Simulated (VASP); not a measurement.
# Ti (P6/mmm) in VASP: further runs

The runs below take Ti through single point, with PBEsol.

All numbers are computed with VASP 6.6.1; they aren't measurements. Logs are shortened: lines on timing, memory, paths and dates and some standing lists are left out, and cuts for length are marked.

## (1) The cell of the first run

It takes space group P6/mmm (No. 191, hexagonal). The conventional cell has a = 4.515 Å, b = 4.515 Å, c = 2.933 Å, α = 90.00°, β = 90.00°, γ = 120.00°. Ti (site symmetry 6/mmm) has 14 Ti at 2.93 to 2.99 Å within 3.9 Å. Within 3.4 Å of Ti (site symmetry -6m2) lie 11 Ti at 2.61 to 2.99 Å.

## (2) Single point, PBEsol

File INCAR:

```
SYSTEM = Ti
PREC = Accurate
ENCUT = 520
EDIFF = 1E-6
ISMEAR = 0
SIGMA = 0.15
LREAL = .FALSE.
LASPH = .TRUE.
NELM = 80
ALGO = Fast
ISIF = 2
LWAVE = .FALSE.
LCHARG = .FALSE.
GGA = PS
NBANDS = 25
```

File KPOINTS:

```
Automatic mesh
0
G
  12 12 14
  0 0 0
```

File POSCAR:

```
Ti
1.0
    4.5149169756      0.0000000000      0.0000000000
   -2.2574584878      3.9100327969      0.0000000000
    0.0000000000      0.0000000000      2.9326000000
Ti
3
Direct
    0.0000000000      0.0000000000      0.0000000000
    0.3333333333      0.6666666667      0.5000000000
    0.6666666667      0.3333333333      0.5000000000
```

Potentials or basis: VASP PAW PBE potentials, release 64 (Ti_sv).

Run with:

```sh
$ cat potpaw_PBE.64/Ti_sv/POTCAR > POTCAR
$ mpirun -np 1 vasp_std > vasp.out
```

OUTCAR:

```text
SYSTEM = Ti
   PREC = Accurate
   ENCUT = 520
   EDIFF = 1E-6
   ISMEAR = 0
   LREAL = .FALSE.
   LASPH = .TRUE.
   NELM = 80
   ISIF = 2
   GGA = PS

 ion  position               nearest neighbor table
   1  0.000  0.000  0.000-
   2  0.333  0.667  0.500-   3 2.61   3 2.61   3 2.61
   3  0.667  0.333  0.500-   2 2.61   2 2.61   2 2.61

  LATTYP: Found a hexagonal cell.
 ALAT       =     4.5149169756
 C/A-ratio  =     0.6495357536

  Lattice vectors:

 A1 = (   4.5149169756,   0.0000000000,   0.0000000000)
 A2 = (  -2.2574584878,   3.9100327969,   0.0000000000)
 A3 = (   0.0000000000,   0.0000000000,   2.9326000000)

Analysis of symmetry for initial positions (statically):
=====================================================================
 Subroutine PRICEL returns:
 Original cell was already a primitive cell.

 Routine SETGRP: Setting up the symmetry group for a
 hexagonal supercell.

 Subroutine GETGRP returns: Found 24 space group operations
 (whereof 24 operations were pure point group operations)
 out of a pool of 24 trial point group operations.

The static configuration has the point symmetry D_6h.

Analysis of symmetry for dynamics (positions and initial velocities):
=====================================================================
 Subroutine PRICEL returns:
 Original cell was already a primitive cell.

 Routine SETGRP: Setting up the symmetry group for a
 hexagonal supercell.

 Subroutine GETGRP returns: Found 24 space group operations
 (whereof 24 operations were pure point group operations)
 out of a pool of 24 trial point group operations.

The dynamic configuration has the point symmetry D_6h.

 Subroutine INISYM returns: Found 24 space group operations
 (whereof 24 operations are pure point group operations),
 and found     1 'primitive' translations

----------------------------------------------------------------------------------------

                                     Primitive cell

  volume of cell :      51.7706

  direct lattice vectors                    reciprocal lattice vectors
     4.514916976  0.000000000  0.000000000     0.221488015  0.127876165  0.000000000
    -2.257458488  3.910032797  0.000000000     0.000000000  0.255752330  0.000000000
     0.000000000  0.000000000  2.932600000     0.000000000  0.000000000  0.340994339

  length of vectors
     4.514916976  4.514916976  2.932600000     0.255752330  0.255752330  0.340994339

  position of ions in fractional coordinates (direct lattice)
     0.000000000  0.000000000  0.000000000
     0.333333333  0.666666667  0.500000000
     0.666666667  0.333333333  0.500000000

  ion indices of the primitive-cell ions
   primitive index   ion index
                 1           1
                 2           2
                 3           3

----------------------------------------------------------------------------------------

 KPOINTS: Automatic mesh

Automatic generation of k-mesh.
 Grid dimensions read from file:
 generate k-points for:   12   12   14

 Generating k-lattice:

  Cartesian coordinates                     Fractional coordinates (reciprocal lattice)
     0.018457335  0.010656347  0.000000000     0.083333333  0.000000000  0.000000000
     0.000000000  0.021312694  0.000000000     0.000000000  0.083333333  0.000000000
     0.000000000  0.000000000  0.024356739     0.000000000  0.000000000  0.071428571

  Length of vectors
     0.021312694  0.021312694  0.024356739

  Shift w.r.t. Gamma in fractional coordinates (k-lattice)
     0.000000000  0.000000000  0.000000000

 Subroutine IBZKPT returns following result:
 ===========================================

 Found    152 irreducible k-points:

 Following reciprocal coordinates:
            Coordinates               Weight
  0.000000  0.000000  0.000000      1.000000
  0.083333  0.000000  0.000000      6.000000
  0.166667  0.000000  0.000000      6.000000
  0.250000  0.000000  0.000000      6.000000
  0.333333  0.000000  0.000000      6.000000
  0.416667  0.000000  0.000000      6.000000
[... 16 lines left out ...]
  0.250000  0.000000  0.071429     12.000000
  0.333333  0.000000  0.071429     12.000000
 [... further k-points ...]
   k-points           NKPTS =    152   k-points in BZ     NKDIM =    152   number of bands    NBANDS=     25
   number of dos      NEDOS =    301   number of ions     NIONS =      3
   total plane-waves  NPLWV =  31104
   dimension x,y,z NGX =    36 NGY =   36 NGZ =   24
   dimension x,y,z NGXF=    72 NGYF=   72 NGZF=   48
   ions per type =               3
   NGX,Y,Z   is equivalent  to a cutoff of  13.26, 13.26, 13.61 a.u.
   NGXF,Y,Z  is equivalent  to a cutoff of  26.51, 26.51, 27.21 a.u.
 SYSTEM =  Ti
   PREC   = accura    normal or accurate (medium, high low for compatibility)
   ISTART =      0    job   : 0-new  1-cont  2-samecut
   ICHARG =      2    charge: 1-file 2-atom 10-const
   ISPIN  =      1    spin polarized calculation?
   LNONCOLLINEAR =      F non collinear calculations
   LSORBIT =      F    spin-orbit coupling
   LASPH  =      T    aspherical Exc in radial PAW
   ENCUT  =  520.0 eV  38.22 Ry    6.18 a.u.   8.39  8.39  5.45*2*pi/ulx,y,z
   NELM   =     80;   NELMIN=  2; NELMDL= -5     # of ELM steps
   EDIFF  = 0.1E-05   stopping-criterion for ELM
   LREAL  =      F    real-space projection
   EDIFFG = 0.1E-04   stopping-criterion for IOM
   NSW    =      0    number of steps for IOM
   IBRION =     -1    ionic relax: 0-MD 1-quasi-New 2-CG
   NFREE  =      0    steps in history (QN), initial steepest desc. (CG)
   ISIF   =      2    stress and relaxation
   ISYM   =      2    0-nonsym 1-usesym 2-fastsym
   POTIM  = 0.5000    time-step for ionic-motion
   TEBEG  =    0.0;   TEEND  =   0.0 temperature during run
   PSTRESS=    0.0 pullay stress
   NELECT =      36.0000    total number of electrons
   NUPDOWN=      -1.0000    fix difference up-down
   EMIN   =  10.00;   EMAX   =-10.00  energy-range for DOS
   EFERMI =   0.00;   METHOD = LEGACY
   ISMEAR =     0;   SIGMA  =   0.15  broadening in eV -4-tet -1-fermi 0-gaus
   EFERMI_NEDOS =   21; number of points for ismear=-14 and -15
   IALGO  =     68    algorithm
   IMIX   =      4    mixing-type and parameters
     AMIX     =   0.40;   BMIX     =  1.00
     AMIX_MAG =   1.60;   BMIX_MAG =  1.00
  volume/ion in A,a.u.               =      17.26       116.46
  Fermi-wavevector in a.u.,A,eV,Ry     =   1.450378  2.740818 28.621183  2.103598
  Thomas-Fermi vector in A             =   2.567997
   LORBIT       =      0    0 simple, 1 ext, 2 COOP (PROOUT), +10 PAW based schemes
   GGA     = PS    functional components
   LHFCALC =     F    Hartree Fock is set to
   AEXX    =    0.0000 exact exchange contribution
   IVDW    =     0    specifies the selected vdW correction
   LEPSILON=     F    determine dielectric tensor
   LRPA    =     F    only Hartree local field effects (RPA)
 non-spin polarized calculation
 RMM-DIIS sequential band-by-band and
 Gauss-broadening in eV      SIGMA  =   0.15
  energy-cutoff  :      520.00
  volume of cell :       51.77
 maximum number of plane-waves:      1425
 NGX is ok and might be reduce to    36
   NGX = 17   NGY = 17   NGZ = 11

 number of electron      36.0000008 magnetization

 Free energy of the ion-electron system (eV)
  ---------------------------------------------------
  ext. energy  EPLUGINS =         0.00000000
  ---------------------------------------------------
  free energy    TOTEN  =       -24.98952474 eV

  energy without entropy =      -24.95595096  energy(sigma->0) =      -24.97273785

 E-fermi :   8.1940     XC(G=0): -11.6608

 val. band max:        8.1931931942   @ k =   0.3333   0.2500   0.2143
 cond. band min:       8.1971607678   @ k =   0.2500   0.2500   0.2857
 fundamental gap:      0.0039675736
 Fermi energy:         8.1939541930

 k-point     1 :       0.0000    0.0000    0.0000
  band No.  band energies     occupation
      1     -48.5253      2.00000
      2     -48.2339      2.00000
      3     -48.0390      2.00000
      4     -24.9402      2.00000
      5     -24.9402      2.00000
      6     -24.8265      2.00000
[... 17 lines left out ...]
     24       9.8042      0.00000
     25       9.8046      0.00000

 k-point     2 :       0.0833    0.0000    0.0000
  band No.  band energies     occupation
      1     -48.5244      2.00000
      2     -48.2317      2.00000
      3     -48.0422      2.00000
      4     -24.9628      2.00000
      5     -24.9583      2.00000
      6     -24.8043      2.00000
[... 17 lines left out ...]
     24       9.5672      0.00000
     25      10.0397      0.00000

 k-point     3 :       0.1667    0.0000    0.0000
  band No.  band energies     occupation
      1     -48.5220      2.00000
      2     -48.2252      2.00000
      3     -48.0516      2.00000
      4     -25.0049      2.00000
      5     -24.9797      2.00000
      6     -24.7633      2.00000
[... 17 lines left out ...]
     24       9.7575      0.00000
     25      10.3274      0.00000

 k-point     4 :       0.2500    0.0000    0.0000
  band No.  band energies     occupation
      1     -48.5187      2.00000
      2     -48.2145      2.00000
      3     -48.0660      2.00000
      4     -25.0458      2.00000
      5     -24.9820      2.00000
      6     -24.7240      2.00000
[... 17 lines left out ...]
     24      10.0238      0.00000
     25      10.6076      0.00000
[... 477 lines left out ...]
 k-point    22 :       0.1667    0.0000    0.0714
  band No.  band energies     occupation
      1     -48.5197      2.00000
      2     -48.2238      2.00000
      3     -48.0498      2.00000
      4     -24.9995      2.00000
      5     -24.9755      2.00000
      6     -24.7632      2.00000
[... 17 lines left out ...]
     24       9.7433      0.00000
     25      10.4360      0.00000

 k-point    23 :       0.2500    0.0000    0.0714
  band No.  band energies     occupation
      1     -48.5166      2.00000
      2     -48.2130      2.00000
      3     -48.0642      2.00000
      4     -25.0395      2.00000
      5     -24.9785      2.00000
      6     -24.7253      2.00000
[... 17 lines left out ...]
     24       9.9944      0.00000
     25      10.7300      0.00000

 k-point    24 :       0.3333    0.0000    0.0714
  band No.  band energies     occupation
      1     -48.5136      2.00000
      2     -48.1988      2.00000
      3     -48.0818      2.00000
      4     -25.0715      2.00000
      5     -24.9611      2.00000
      6     -24.6956      2.00000
[... 17 lines left out ...]
     24      10.3027      0.00000
     25      10.6283      0.00000

 [... further k-points ...]
[... 5 lines left out ...]
  --------------------------------------------------------------------------------------
  -------------------------------------------------------------------------------------
  Total       -0.8964779     -0.8964779     -3.5215716      0.0000000      0.0000000      0.0000000
  in kB      -27.7438788    -27.7438788   -108.9843431      0.0000000      0.0000000      0.0000000
  external PRESSURE =     -54.8240336 kB  Pullay stress =       0.0000000 kB

 VOLUME and BASIS-vectors are now :
 -----------------------------------------------------------------------------
  energy-cutoff  :      520.00
  volume of cell :       51.77
      direct lattice vectors                 reciprocal lattice vectors
     4.514916976  0.000000000  0.000000000     0.221488015  0.127876165  0.000000000
    -2.257458488  3.910032797  0.000000000     0.000000000  0.255752330  0.000000000
     0.000000000  0.000000000  2.932600000     0.000000000  0.000000000  0.340994339

 POSITION                                       TOTAL-FORCE (eV/Angst)
 -----------------------------------------------------------------------------------
      0.00000      0.00000      0.00000         0.000000      0.000000      0.000000
     -0.00000      2.60669      1.46630         0.000000     -0.000000     -0.000000
      2.25746      1.30334      1.46630        -0.000000      0.000000      0.000000
 -----------------------------------------------------------------------------------
    total drift:                                0.000000      0.000000     -0.000000

  FREE ENERGIE OF THE ION-ELECTRON SYSTEM (eV)
  ---------------------------------------------------
  free  energy   TOTEN  =       -24.9895247367 eV

  energy  without entropy=      -24.9559509576  energy(sigma->0) =      -24.97273785
```

It took 7.3 min on 1 thread of Intel Xeon Platinum 8488C (Sapphire Rapids), shared host; peak memory 0.28 GiB.

What came out:

```
Free energy            : -24.9895 eV
Pressure               : -5.5 GPa
Band gap on the k mesh : zero (band 18 reaches 8.49 eV, above the bottom of band 19 at 8.07 eV)
```

Caveat: the PAW data sets were made with another functional, which shifts forces and pressure a little.

(Part 1 of 2 ends here.)
